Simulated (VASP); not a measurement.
Input of a VASP 6.6.1 run:

The input POSCAR:

```
Re
1.0
    0.0000000000      1.9461363800      1.9461363800
    1.9461363800      0.0000000000      1.9461363800
    1.9461363800      1.9461363800      0.0000000000
Re
1
Direct
    0.0000000000      0.0000000000      0.0000000000
```

The input INCAR.step1:

```
PREC = Accurate ; ENCUT = 520
ISMEAR = 1 ; SIGMA = 0.05
LREAL = False ; LASPH = True
NELM = 60 ; NBANDS = 10
GGA = PE ; ALGO = Normal
EDIFF = 1E-4 ; LWAVE = True
LCHARG = False
```

The input INCAR.step2:

```
PREC = Accurate ; ENCUT = 520
EDIFF = 1E-6 ; ISMEAR = 1
SIGMA = 0.05 ; LREAL = False
LASPH = True ; NELM = 60
ALGO = Normal ; ISIF = 2
LWAVE = False ; LCHARG = True
METAGGA = R2SCAN ; LMIXTAU = True
LELF = True ; LVHAR = True
NBANDS = 10 ; ISTART = 1
```

Contents of KPOINTS:

```
regular mesh
0
Gamma
  13 13 13
```

Potentials or basis: VASP PAW PBE potentials, release 64 (Re).

Command:

```console
$ cat potpaw_PBE.64/Re/POTCAR > POTCAR
$ cp INCAR.step1 INCAR
$ mpirun -np 1 vasp_std > vasp.out
$ cp INCAR.step2 INCAR
$ mpirun -np 1 vasp_std > vasp.out
```

What does it give for the band gap on the k mesh?

Zero (an odd number of electrons rules out a gap without spin polarisation).

Estimate the pressure.

0.2 GPa.

Caveat: the PAW data sets were made with another functional, which shifts forces and pressure a little; spin-orbit coupling is left out, which moves the levels of the heavy elements.
